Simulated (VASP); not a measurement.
Wanted: the native input for a VASP 6.6.1 run.

* Task: single point
* Functional: PBE
* Potentials or basis: VASP PAW PBE potentials, release 64 (Al, N)
* Cutoff: 520 eV
* k mesh: 8 × 8 × 5
* Occupations: gaussian, width 0.05 eV
* Spin: no spin polarisation
* Dipole correction: no
* Further INCAR settings: ALGO = Normal; EDIFF = 1e-06; NBANDS = 16

The structure of AlN lies in POSCAR:

```
AlN
1.0
    3.1296659992      0.0000000000      0.0000000000
   -1.5648329996      2.7103702607      0.0000000000
    0.0000000000      0.0000000000      4.9810000000
Al N
2 2
Direct
    0.3333333333      0.6666666667     -0.0004637160
    0.6666666667      0.3333333333      0.4995362840
    0.3333333333      0.6666666667      0.3824637160
    0.6666666667      0.3333333333      0.8824637160
```

These files were run (other wordings do the same):

INCAR

```
SYSTEM = AlN
ALGO     = Normal         ! electronic algorithm
EDIFF    = 1E-6           ! SCF threshold, eV
ENCUT    = 520            ! plane-wave cutoff, eV
GGA      = PE             ! functional
ISIF     = 2              ! what is computed and relaxed
ISMEAR   = 0              ! smearing method
LASPH    = .TRUE.         ! aspherical terms in the spheres
LCHARG   = .TRUE.         ! write CHGCAR
LELF     = .TRUE.         ! ELF
LREAL    = .FALSE.        ! projectors in reciprocal space
LVHAR    = .TRUE.       
LWAVE    = .FALSE.        ! write WAVECAR
NBANDS   = 16             ! bands
NELM     = 100            ! most SCF steps
PREC     = Accurate       ! precision mode
SIGMA    = 0.05           ! smearing width, eV
```

KPOINTS

```
k-points
0
G
  8 8 5
  0 0 0
```

Potentials or basis: VASP PAW PBE potentials, release 64 (Al, N).

Command:

```bash
$ cat potpaw_PBE.64/Al/POTCAR potpaw_PBE.64/N/POTCAR > POTCAR
$ mpirun -np 1 vasp_std > vasp.out
```

It gave:

| Item | Value |
| --- | --- |
| Pressure | 1.2 GPa |
| Band gap on the k mesh | 4.07 eV |

Run time: 29 s on 1 thread of Intel Xeon 8259CL, with other jobs on the host, peak memory 0.16 GiB.
